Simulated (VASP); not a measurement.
# ZnS (P6_3mc) in VASP: a series of runs

The runs below take ZnS through single point, with RPBE, PBE exchange alone.

All numbers are computed with VASP 6.6.1; they aren't measurements. Logs are shortened: lines on timing, memory, paths and dates and some standing lists are left out, and cuts for length are marked.

## (1) The cell of the first run

It takes space group P6_3mc (No. 186, hexagonal). Conventional cell: a = 3.771 Å, b = 3.771 Å, c = 12.351 Å, α = 90.00°, β = 90.00°, γ = 120.00°. Within 3.1 Å of Zn (site symmetry 3m) lie 4 S at 2.31 to 2.32 Å. Within 3.1 Å of Zn (site symmetry 3m) lie 4 S at 2.31 to 2.32 Å. Within 3.1 Å of S (site symmetry 3m) lie 4 Zn at 2.31 to 2.32 Å. S (site symmetry 3m) has 4 Zn at 2.31 to 2.32 Å within 3.1 Å.

## (2) Single point, RPBE

Contents of INCAR:

```
SYSTEM = ZnS
ALGO     = Normal         ! electronic algorithm
EDIFF    = 1E-6           ! SCF threshold, eV
ENCUT    = 520            ! plane-wave cutoff, eV
GGA      = RP             ! functional
ISIF     = 2              ! what is computed and relaxed
ISMEAR   = -1             ! smearing method
LASPH    = .TRUE.         ! aspherical terms in the spheres
LCHARG   = .TRUE.         ! write CHGCAR
LELF     = .TRUE.         ! ELF
LREAL    = .FALSE.        ! projectors in reciprocal space
LVHAR    = .TRUE.       
LWAVE    = .FALSE.        ! write WAVECAR
NBANDS   = 46             ! bands
NELM     = 80             ! most SCF steps
PREC     = Accurate       ! precision mode
SIGMA    = 0.05           ! smearing width, eV
```

Contents of KPOINTS:

```
k-points
0
G
  8 8 3
  0 0 0
```

Contents of POSCAR:

```
ZnS
1.0
    3.7710355586      0.0000000000      0.0000000000
   -1.8855177793      3.2658125923      0.0000000000
    0.0000000000      0.0000000000     12.3507900682
Zn S
4 4
Direct
    0.6666666667      0.3333333333      0.7500000000
    0.3333333333      0.6666666667      0.2500000000
    0.0000000000      0.0000000000      0.5000000000
    0.0000000000      0.0000000000      0.0000000000
    0.6666666667      0.3333333333      0.9375000000
    0.3333333333      0.6666666667      0.4375000000
    0.0000000000      0.0000000000      0.6875000000
    0.0000000000      0.0000000000      0.1875000000
```

Potentials or basis: VASP PAW PBE potentials, release 64 (Zn, S).

On the command line:

```console
> cat potpaw_PBE.64/Zn/POTCAR potpaw_PBE.64/S/POTCAR > POTCAR
> mpirun -np 1 vasp_std > vasp.out
```

OUTCAR:

```text
SYSTEM = ZnS
   EDIFF = 1E-6
   ENCUT = 520
   GGA = RP
   ISIF = 2
   ISMEAR = -1
   LASPH = .TRUE.
   LREAL = .FALSE.
   NELM = 80
   PREC = Accurate

 ion  position               nearest neighbor table
   1  0.667  0.333  0.750-   7 2.31   7 2.31   7 2.31   5 2.32
   2  0.333  0.667  0.250-   8 2.31   8 2.31   8 2.31   6 2.32
   3  0.000  0.000  0.500-   6 2.31   6 2.31   6 2.31   7 2.32
   4  0.000  0.000  0.000-   5 2.31   5 2.31   5 2.31   8 2.32
   5  0.667  0.333  0.938-   4 2.31   4 2.31   4 2.31   1 2.32
   6  0.333  0.667  0.438-   3 2.31   3 2.31   3 2.31   2 2.32
   7  0.000  0.000  0.688-   1 2.31   1 2.31   1 2.31   3 2.32
   8  0.000  0.000  0.188-   2 2.31   2 2.31   2 2.31   4 2.32

  LATTYP: Found a hexagonal cell.
 ALAT       =     3.7710355586
 C/A-ratio  =     3.2751719989

  Lattice vectors:

 A1 = (   3.7710355586,   0.0000000000,   0.0000000000)
 A2 = (  -1.8855177793,   3.2658125923,   0.0000000000)
 A3 = (   0.0000000000,   0.0000000000,  12.3507900682)

Analysis of symmetry for initial positions (statically):
=====================================================================
 Subroutine PRICEL returns:
 Original cell was already a primitive cell.

 Routine SETGRP: Setting up the symmetry group for a
 hexagonal supercell.

 Subroutine GETGRP returns: Found 12 space group operations
 (whereof  6 operations were pure point group operations)
 out of a pool of 24 trial point group operations.

The static configuration has the point symmetry C_3v.
 The point group associated with its full space group is C_6v.

Analysis of symmetry for dynamics (positions and initial velocities):
=====================================================================
 Subroutine PRICEL returns:
 Original cell was already a primitive cell.

 Routine SETGRP: Setting up the symmetry group for a
 hexagonal supercell.

 Subroutine GETGRP returns: Found 12 space group operations
 (whereof  6 operations were pure point group operations)
 out of a pool of 24 trial point group operations.

The dynamic configuration has the point symmetry C_3v.
 The point group associated with its full space group is C_6v.

 Subroutine INISYM returns: Found 12 space group operations
 (whereof  6 operations are pure point group operations),
 and found     1 'primitive' translations

----------------------------------------------------------------------------------------

                                     Primitive cell

  volume of cell :     152.1061

  direct lattice vectors                    reciprocal lattice vectors
     3.771035559  0.000000000  0.000000000     0.265179149  0.153101253  0.000000000
    -1.885517779  3.265812592  0.000000000     0.000000000  0.306202506  0.000000000
     0.000000000  0.000000000 12.350790068     0.000000000  0.000000000  0.080966480

  length of vectors
     3.771035559  3.771035559 12.350790068     0.306202506  0.306202506  0.080966480

  position of ions in fractional coordinates (direct lattice)
     0.666666667  0.333333333  0.750000000
     0.333333333  0.666666667  0.250000000
     0.000000000  0.000000000  0.500000000
     0.000000000  0.000000000  0.000000000
     0.666666667  0.333333333  0.937500000
     0.333333333  0.666666667  0.437500000
     0.000000000  0.000000000  0.687500000
     0.000000000  0.000000000  0.187500000

  ion indices of the primitive-cell ions
   primitive index   ion index
                 1           1
                 2           2
                 3           3
                 4           4
                 5           5
                 6           6
                 7           7
                 8           8

----------------------------------------------------------------------------------------

 KPOINTS: k-points

Automatic generation of k-mesh.
 Grid dimensions read from file:
 generate k-points for:    8    8    3

 Generating k-lattice:

  Cartesian coordinates                     Fractional coordinates (reciprocal lattice)
     0.033147394  0.019137657  0.000000000     0.125000000 -0.000000000  0.000000000
     0.000000000  0.038275313  0.000000000     0.000000000  0.125000000  0.000000000
     0.000000000  0.000000000  0.026988827     0.000000000  0.000000000  0.333333333

  Length of vectors
     0.038275313  0.038275313  0.026988827

  Shift w.r.t. Gamma in fractional coordinates (k-lattice)
     0.000000000  0.000000000  0.000000000

 Subroutine IBZKPT returns following result:
 ===========================================

 Found     20 irreducible k-points:

 Following reciprocal coordinates:
            Coordinates               Weight
  0.000000  0.000000  0.000000      1.000000
  0.125000 -0.000000  0.000000      6.000000
  0.250000 -0.000000  0.000000      6.000000
  0.375000 -0.000000  0.000000      6.000000
  0.500000 -0.000000  0.000000      3.000000
  0.125000  0.125000  0.000000      6.000000
[... 12 lines left out ...]
  0.250000  0.250000  0.333333     12.000000
  0.375000  0.250000  0.333333     12.000000
   k-points           NKPTS =     20   k-points in BZ     NKDIM =     20   number of bands    NBANDS=     46
   number of dos      NEDOS =    301   number of ions     NIONS =      8
   total plane-waves  NPLWV =  75264
   dimension x,y,z NGX =    28 NGY =   28 NGZ =   96
   dimension x,y,z NGXF=    56 NGYF=   56 NGZF=  192
   ions per type =               4   4
   NGX,Y,Z   is equivalent  to a cutoff of  12.34, 12.34, 12.92 a.u.
   NGXF,Y,Z  is equivalent  to a cutoff of  24.69, 24.69, 25.84 a.u.
 SYSTEM =  ZnS
   PREC   = accura    normal or accurate (medium, high low for compatibility)
   ISTART =      0    job   : 0-new  1-cont  2-samecut
   ICHARG =      2    charge: 1-file 2-atom 10-const
   ISPIN  =      1    spin polarized calculation?
   LNONCOLLINEAR =      F non collinear calculations
   LSORBIT =      F    spin-orbit coupling
   LASPH  =      T    aspherical Exc in radial PAW
   ENCUT  =  520.0 eV  38.22 Ry    6.18 a.u.   7.01  7.01 22.96*2*pi/ulx,y,z
   NELM   =     80;   NELMIN=  2; NELMDL= -5     # of ELM steps
   EDIFF  = 0.1E-05   stopping-criterion for ELM
   LREAL  =      F    real-space projection
   EDIFFG = 0.1E-04   stopping-criterion for IOM
   NSW    =      0    number of steps for IOM
   IBRION =     -1    ionic relax: 0-MD 1-quasi-New 2-CG
   NFREE  =      0    steps in history (QN), initial steepest desc. (CG)
   ISIF   =      2    stress and relaxation
   ISYM   =      2    0-nonsym 1-usesym 2-fastsym
   POTIM  = 0.5000    time-step for ionic-motion
   TEBEG  =    0.0;   TEEND  =   0.0 temperature during run
   PSTRESS=    0.0 pullay stress
   NELECT =      72.0000    total number of electrons
   NUPDOWN=      -1.0000    fix difference up-down
   EMIN   =  10.00;   EMAX   =-10.00  energy-range for DOS
   EFERMI =   0.00;   METHOD = LEGACY
   ISMEAR =    -1;   SIGMA  =   0.05  broadening in eV -4-tet -1-fermi 0-gaus
   EFERMI_NEDOS =   21; number of points for ismear=-14 and -15
   IALGO  =     38    algorithm
   IMIX   =      4    mixing-type and parameters
     AMIX     =   0.40;   BMIX     =  1.00
     AMIX_MAG =   1.60;   BMIX_MAG =  1.00
  volume/ion in A,a.u.               =      19.01       128.31
  Fermi-wavevector in a.u.,A,eV,Ry     =   1.275861  2.411028 22.147863  1.627822
  Thomas-Fermi vector in A             =   2.408550
   LORBIT       =      0    0 simple, 1 ext, 2 COOP (PROOUT), +10 PAW based schemes
   GGA     = RP    functional components
   LHFCALC =     F    Hartree Fock is set to
   AEXX    =    0.0000 exact exchange contribution
   IVDW    =     0    specifies the selected vdW correction
   LEPSILON=     F    determine dielectric tensor
   LRPA    =     F    only Hartree local field effects (RPA)
 non-spin polarized calculation
  energy-cutoff  :      520.00
  volume of cell :      152.11
 maximum number of plane-waves:      4129
 NGX is ok and might be reduce to    28
   NGX = 13   NGY = 13   NGZ = 45

 number of electron      71.9999982 magnetization

 Free energy of the ion-electron system (eV)
  ---------------------------------------------------
  ext. energy  EPLUGINS =         0.00000000
  ---------------------------------------------------
  free energy    TOTEN  =       -24.47276391 eV

  energy without entropy =      -24.47276391  energy(sigma->0) =      -24.47276391

 E-fermi :   3.6039     XC(G=0):  -9.5892

 val. band max:        2.5783433684   @ k =   0.0000   0.0000   0.0000
 cond. band min:       5.0599029904   @ k =   0.0000   0.0000   0.0000
 fundamental gap:      2.4815596219
 Fermi energy:         3.6039491127

 k-point     1 :       0.0000    0.0000    0.0000
  band No.  band energies     occupation
      1     -10.8241      2.00000
      2     -10.3832      2.00000
      3     -10.3708      2.00000
      4      -9.8392      2.00000
      5      -3.8695      2.00000
      6      -3.8657      2.00000
[... 38 lines left out ...]
     45       9.2682      0.00000
     46       9.5957      0.00000

 k-point     2 :       0.1250   -0.0000    0.0000
  band No.  band energies     occupation
      1     -10.7139      2.00000
      2     -10.2917      2.00000
      3     -10.2793      2.00000
      4      -9.7776      2.00000
      5      -3.8803      2.00000
      6      -3.8675      2.00000
[... 38 lines left out ...]
     45       9.3152      0.00000
     46       9.6288      0.00000

 k-point     3 :       0.2500   -0.0000    0.0000
  band No.  band energies     occupation
      1     -10.4176      2.00000
      2     -10.0561      2.00000
      3     -10.0439      2.00000
      4      -9.6342      2.00000
      5      -3.9096      2.00000
      6      -3.8801      2.00000
[... 822 lines left out ...]
     45       9.9197      0.00000
     46      10.2883      0.00000

 k-point    20 :       0.3750    0.2500    0.3333
  band No.  band energies     occupation
      1      -9.6671      2.00000
      2      -9.6368      2.00000
      3      -9.5626      2.00000
      4      -9.5384      2.00000
      5      -3.8044      2.00000
      6      -3.7947      2.00000
[... 38 lines left out ...]
     45      10.0525      0.00000
     46      10.3158      0.00000

------------------------ aborting loop because EDIFF is reached ----------------------------------------

  FORCE on cell =-STRESS in cart. coord.  units (eV):
  Direction    XX          YY          ZZ          XY          YZ          ZX
  --------------------------------------------------------------------------------------
  -------------------------------------------------------------------------------------
  Total        7.2133488      7.2133488      7.0543885      0.0000000      0.0000000      0.0000000
  in kB       75.9802796     75.9802796     74.3059053      0.0000000      0.0000000      0.0000000
  external PRESSURE =      75.4221548 kB  Pullay stress =       0.0000000 kB

 VOLUME and BASIS-vectors are now :
 -----------------------------------------------------------------------------
  energy-cutoff  :      520.00
  volume of cell :      152.11
      direct lattice vectors                 reciprocal lattice vectors
     3.771035559  0.000000000  0.000000000     0.265179149  0.153101253  0.000000000
    -1.885517779  3.265812592  0.000000000     0.000000000  0.306202506  0.000000000
     0.000000000  0.000000000 12.350790068     0.000000000  0.000000000  0.080966480

 POSITION                                       TOTAL-FORCE (eV/Angst)
 -----------------------------------------------------------------------------------
      1.88552      1.08860      9.26309         0.000000     -0.000000      0.014312
     -0.00000      2.17721      3.08770        -0.000000      0.000000      0.014312
      0.00000      0.00000      6.17540         0.000000     -0.000000      0.032920
      0.00000      0.00000      0.00000        -0.000000      0.000000      0.032920
      1.88552      1.08860     11.57887         0.000000      0.000000      0.006858
     -0.00000      2.17721      5.40347        -0.000000      0.000000      0.006858
      0.00000      0.00000      8.49117         0.000000      0.000000     -0.054090
      0.00000      0.00000      2.31577        -0.000000      0.000000     -0.054090
 -----------------------------------------------------------------------------------
    total drift:                               -0.000002     -0.000003      0.001313

  FREE ENERGIE OF THE ION-ELECTRON SYSTEM (eV)
  ---------------------------------------------------
  free  energy   TOTEN  =       -24.4727639067 eV

  energy  without entropy=      -24.4727639066  energy(sigma->0) =      -24.47276391
```

Wall time 2.4 min (1 thread of Intel Xeon Platinum 8488C (Sapphire Rapids), shared host); peak memory 0.31 GiB.

Results:

* Free energy: -24.4728 eV
* Pressure: 7.5 GPa
* Largest force: 0.054 eV/Å
* Band gap on the k mesh: 2.48 eV

Forces on the atoms (eV/Å):
```
Zn   0.000  0.000  0.014
Zn   0.000  0.000  0.014
Zn   0.000  0.000  0.033
Zn   0.000  0.000  0.033
S    0.000  0.000  0.007
S    0.000  0.000  0.007
S    0.000  0.000 -0.054
S    0.000  0.000 -0.054
```

Caveat: the cell stands under pressure; the PAW data sets were made with another functional, which shifts forces and pressure a little; an odd mesh through Γ misses points on the zone boundary, where band edges can lie.

(Part 1 of 2 ends here.)
